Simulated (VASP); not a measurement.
Runs of VASP 6.6.1 on Zn3SbSe4. It takes space group I-42m (No. 121, tetragonal). Conventional cell: a = 5.713 Å, b = 5.713 Å, c = 11.384 Å, α = 90.00°, β = 90.00°, γ = 90.00°. Zn (site symmetry -42m) has 4 Se at 2.46 Å within 3.3 Å. Within 3.2 Å of Zn (site symmetry -4) lie 4 Se at 2.43 Å. Within 3.4 Å of Sb (site symmetry -42m) lie 4 Se at 2.56 Å. Within 3.2 Å of Se (site symmetry m) lie 3 Zn at 2.43 to 2.46 Å and 1 Sb at 2.56 Å. 

```csv
level,k mesh,smearing,gap on the mesh (eV),pressure (GPa),largest force (eV/Å)
r2SCAN,4 × 4 × 4,methfessel-paxton 0.0626 eV,none,9.6,2.23
r2SCAN,5 × 5 × 5,methfessel-paxton 0.0626 eV,none,9.7,2.19
r2SCAN,4 × 4 × 4,methfessel-paxton 0.01 eV,none,9.6,2.23
r2SCAN+D3(BJ),4 × 4 × 4,methfessel-paxton 0.01 eV,none,(a),2.23
```

Alike in all rows: task single point; potentials or basis VASP PAW PBE potentials, release 64 (Zn, Sb, Se); no spin polarisation; cell as given; cutoff (eV) 520.

**Question.** Fill in the values left out.

**Answer.** (a) 8.4.

Caveats: the cell stands under pressure; the PAW data sets were made with another functional, which shifts forces and pressure a little; spin-orbit coupling is left out, which moves the levels of the heavy elements.

A k mesh can miss the band edges, and the runs leave out spin-orbit coupling on Sb, Se.

A gap of «none» marks levels without a gap at the run's occupations.
